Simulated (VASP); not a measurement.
# PtBr2 (fluorite type) (Fm-3m) in VASP: a series of runs

Runs on PtBr2 (fluorite type). Level: PBE. Tasks: electric field gradients, density of states.

All numbers are computed with VASP 6.6.1; they aren't measurements. Logs are shortened: lines on timing, memory, paths and dates and some standing lists are left out, and cuts for length are marked.

## Step 1: The cell of the first run

It takes space group Fm-3m (No. 225, cubic). The conventional cell has a = 6.621 Å, b = 6.621 Å, c = 6.621 Å, α = 90.00°, β = 90.00°, γ = 90.00°. Within 3.8 Å of Pt (site symmetry m-3m) lie 8 Br at 2.87 Å. Br (site symmetry -43m) has 4 Pt at 2.87 Å and 6 Br at 3.31 Å within 3.8 Å.

## Step 2: Electric field gradients, PBE

INCAR

```
ALGO     = Normal         # electronic algorithm
EDIFF    = 1E-8           # SCF threshold, eV
ENCUT    = 520            # plane-wave cutoff, eV
GGA      = PE             # functional
ISIF     = 2              # what is computed and relaxed
ISMEAR   = -1             # smearing method
LASPH    = T              # aspherical terms in the spheres
LCHARG   = F              # write CHGCAR
LEFG     = T            
LREAL    = F              # projectors in reciprocal space
LWAVE    = F              # write WAVECAR
NBANDS   = 19             # bands
NELM     = 100            # most SCF steps
PREC     = Accurate       # precision mode
SIGMA    = 0.05           # smearing width, eV
```

KPOINTS

```
k-points
0
Gamma
  11 11 11
```

POSCAR

```
PtBr2
1.0
    0.0000000000      3.3102888590      3.3102888590
    3.3102888590      0.0000000000      3.3102888590
    3.3102888590      3.3102888590      0.0000000000
Pt Br
1 2
Direct
    0.0000000000      0.0000000000      0.0000000000
    0.2500000000      0.2500000000      0.2500000000
    0.7500000000      0.7500000000      0.7500000000
```

Potentials or basis: VASP PAW PBE potentials, release 64 (Pt, Br).

Started as:

```sh
> cat potpaw_PBE.64/Pt/POTCAR potpaw_PBE.64/Br/POTCAR > POTCAR
> mpirun -np 1 vasp_std > vasp.out
```

OUTCAR:

```text
EDIFF = 1E-8
   ENCUT = 520
   GGA = PE
   ISIF = 2
   ISMEAR = -1
   LASPH = T
   LREAL = F
   NELM = 100
   PREC = Accurate

 ion  position               nearest neighbor table
   1  0.000  0.000  0.000-   3 2.87   3 2.87   3 2.87   2 2.87   3 2.87   2 2.87   2 2.87   2 2.87

   2  0.250  0.250  0.250-   1 2.87   1 2.87   1 2.87   1 2.87
   3  0.750  0.750  0.750-   1 2.87   1 2.87   1 2.87   1 2.87

  LATTYP: Found a face centered cubic cell.
 ALAT       =     6.6205777180

  Lattice vectors:

 A1 = (   0.0000000000,   3.3102888590,   3.3102888590)
 A2 = (   3.3102888590,   0.0000000000,   3.3102888590)
 A3 = (   3.3102888590,   3.3102888590,   0.0000000000)

Analysis of symmetry for initial positions (statically):
=====================================================================
 Subroutine PRICEL returns:
 Original cell was already a primitive cell.

 Routine SETGRP: Setting up the symmetry group for a
 face centered cubic supercell.

 Subroutine GETGRP returns: Found 48 space group operations
 (whereof 48 operations were pure point group operations)
 out of a pool of 48 trial point group operations.

The static configuration has the point symmetry O_h .

Analysis of symmetry for dynamics (positions and initial velocities):
=====================================================================
 Subroutine PRICEL returns:
 Original cell was already a primitive cell.

 Routine SETGRP: Setting up the symmetry group for a
 face centered cubic supercell.

 Subroutine GETGRP returns: Found 48 space group operations
 (whereof 48 operations were pure point group operations)
 out of a pool of 48 trial point group operations.

The dynamic configuration has the point symmetry O_h .

 Subroutine INISYM returns: Found 48 space group operations
 (whereof 48 operations are pure point group operations),
 and found     1 'primitive' translations

----------------------------------------------------------------------------------------

                                     Primitive cell

  volume of cell :      72.5484

  direct lattice vectors                    reciprocal lattice vectors
     0.000000000  3.310288859  3.310288859    -0.151044220  0.151044220  0.151044220
[... 120 lines left out ...]
  energy-cutoff  :      520.00
  volume of cell :       72.55
 maximum number of plane-waves:      1980
   NGX = 17   NGY = 17   NGZ = 17

 number of electron      23.9999995 magnetization

 Free energy of the ion-electron system (eV)
  ---------------------------------------------------
  ext. energy  EPLUGINS =         0.00000000
  ---------------------------------------------------
  free energy    TOTEN  =        -7.83187648 eV

  energy without entropy =       -7.76817904  energy(sigma->0) =       -7.80002776

 E-fermi :   4.0601     XC(G=0):  -9.7803

 val. band max:        4.0536165464   @ k =   0.3636   0.1818   0.0000
 cond. band min:       4.0770476308   @ k =   0.3636   0.2727   0.0000
 fundamental gap:      0.0234310844
 Fermi energy:         4.0601099245

 k-point     1 :       0.0000    0.0000    0.0000
  band No.  band energies     occupation
      1     -12.2299      2.00000
      2     -10.3774      2.00000
      3      -1.2925      2.00000
      4      -1.2925      2.00000
      5      -1.2925      2.00000
      6       1.8715      2.00000
[... 505 lines left out ...]
      6      -0.1456      2.00000
[... 11 lines left out ...]
     18      13.0244      0.00000
     19      14.1309      0.00000

 [... further k-points ...]
[... 5 lines left out ...]
  --------------------------------------------------------------------------------------
  -------------------------------------------------------------------------------------
  Total       -0.0121863     -0.0121863     -0.0121863     -0.0000000      0.0000000     -0.0000000
  in kB       -0.2691265     -0.2691265     -0.2691265     -0.0000000      0.0000000     -0.0000000
  external PRESSURE =      -0.2691265 kB  Pullay stress =       0.0000000 kB

 VOLUME and BASIS-vectors are now :
 -----------------------------------------------------------------------------
  energy-cutoff  :      520.00
  volume of cell :       72.55
      direct lattice vectors                 reciprocal lattice vectors
     0.000000000  3.310288859  3.310288859    -0.151044220  0.151044220  0.151044220
     3.310288859  0.000000000  3.310288859     0.151044220 -0.151044220  0.151044220
     3.310288859  3.310288859  0.000000000     0.151044220  0.151044220 -0.151044220

 POSITION                                       TOTAL-FORCE (eV/Angst)
 -----------------------------------------------------------------------------------
      0.00000      0.00000      0.00000        -0.000000     -0.000000      0.000000
      1.65514      1.65514      1.65514         0.000000      0.000000      0.000000
      4.96543      4.96543      4.96543        -0.000000     -0.000000     -0.000000
 -----------------------------------------------------------------------------------
    total drift:                                0.000000      0.000000      0.000000

  FREE ENERGIE OF THE ION-ELECTRON SYSTEM (eV)
  ---------------------------------------------------
  free  energy   TOTEN  =        -7.8318764818 eV

  energy  without entropy=       -7.7681790399  energy(sigma->0) =       -7.80002776

 Electric field gradients (V/A^2)
---------------------------------------------------------------------
 ion       V_xx      V_yy      V_zz      V_xy      V_xz      V_yz
---------------------------------------------------------------------
   1      -0.000    -0.000     0.000     0.001     0.001     0.001
   2      -0.000     0.000    -0.000     0.001     0.001     0.001
   3       0.000     0.000    -0.000     0.001     0.001     0.001
---------------------------------------------------------------------

 Electric field gradients after diagonalization (V/A^2)
 (convention: |V_zz| > |V_xx| > |V_yy|)
----------------------------------------------------------------------
 ion       V_xx      V_yy      V_zz     asymmetry (V_yy - V_xx)/ V_zz
----------------------------------------------------------------------
   1      -0.001    -0.001     0.001       0.000
   2      -0.001    -0.001     0.001       0.000
   3      -0.001    -0.001     0.001       0.000
----------------------------------------------------------------------

           NMR quadrupolar parameters

 Cq : quadrupolar parameter    Cq=e*Q*V_zz/h
 eta: asymmetry parameters     (V_yy - V_xx)/ V_zz
 Q  : nuclear electric quadrupole moment in mb (millibarn)
----------------------------------------------------------------------
 ion       Cq(MHz)       eta       Q (mb)
----------------------------------------------------------------------
   1       0.000       0.000       1.000
   2       0.000       0.000       1.000
   3       0.000       0.000       1.000
----------------------------------------------------------------------
```

stdout:

```text
POSCAR found type information on POSCAR PtBr
 POSCAR found :  2 types and       3 ions
 scaLAPACK will be used
 LDA part: xc-table for (Slater+PW92), standard interpolation
 POSCAR, INCAR and KPOINTS ok, starting setup
 FFT: planning ... GRIDC
 FFT: planning ... GRID_SOFT
 FFT: planning ... GRID
 WAVECAR not read
 entering main loop
ion   1

ion   2

ion   3
```

Run time: 66 s. Hardware: 1 thread of Intel Xeon 6975P-C, shared host; peak memory 0.25 GiB.

What came out:

* Free energy: -7.8319 eV
* Pressure: 0.0 GPa
* Band gap on the k mesh: zero (band 12 reaches 4.27 eV, above the bottom of band 13 at 4.00 eV)

Caveat: without QUAD_EFG the Cq values of the log hold for a quadrupole moment of 1 mb, not for the nuclei; spin-orbit coupling is left out, which moves the levels of the heavy elements.

## Step 3: Density of states, PBE

POSCAR is that of step 2.

INCAR.step1

```
PREC = Accurate ; ENCUT = 520
EDIFF = 1E-6 ; ISMEAR = -1
SIGMA = 0.05 ; LREAL = False
LASPH = True ; NELM = 80
ALGO = Normal ; ISIF = 2
LWAVE = False ; LCHARG = True
LMAXMIX = 4 ; GGA = PE
NBANDS = 19
```

KPOINTS.step1

```
regular mesh
0
Gamma
  11 11 11
```

INCAR.step2

```
PREC = Accurate ; ENCUT = 520
EDIFF = 1E-6 ; ISMEAR = -5
SIGMA = 0.05 ; LREAL = False
LASPH = True ; NELM = 80
ALGO = Normal ; ISIF = 2
LWAVE = False ; LCHARG = False
LMAXMIX = 4 ; GGA = PE
LORBIT = 10 ; NEDOS = 1001
ICHARG = 11
```

KPOINTS.step2

```
regular mesh
0
Gamma
  17 17 17
```

Potentials or basis: VASP PAW PBE potentials, release 64 (Pt, Br).

Started as:

```sh
> cat potpaw_PBE.64/Pt/POTCAR potpaw_PBE.64/Br/POTCAR > POTCAR
> cp INCAR.step1 INCAR
> cp KPOINTS.step1 KPOINTS
> mpirun -np 1 vasp_std > vasp.out
> cp INCAR.step2 INCAR
> cp KPOINTS.step2 KPOINTS
> mpirun -np 1 vasp_std > vasp.out
```

It took 2.1 min on 1 thread of Intel Xeon 6975P-C, shared host; peak memory 0.35 GiB.

The run converged. Its results:

- Valence electrons inside the program's atomic spheres: Pt 8.78; Br 4.76

Levels at points of the mesh, in eV from the Fermi level:
```
           k point  band 10  band 11  band 12  band 13  band 14  band 15
(0.00, 0.00, 0.00)    -1.97     0.10     0.10     0.10     0.53     4.56
```

Caveat: spin-orbit coupling is left out, which moves the levels of the heavy elements; tetrahedron occupations give inexact forces and stress in metals.
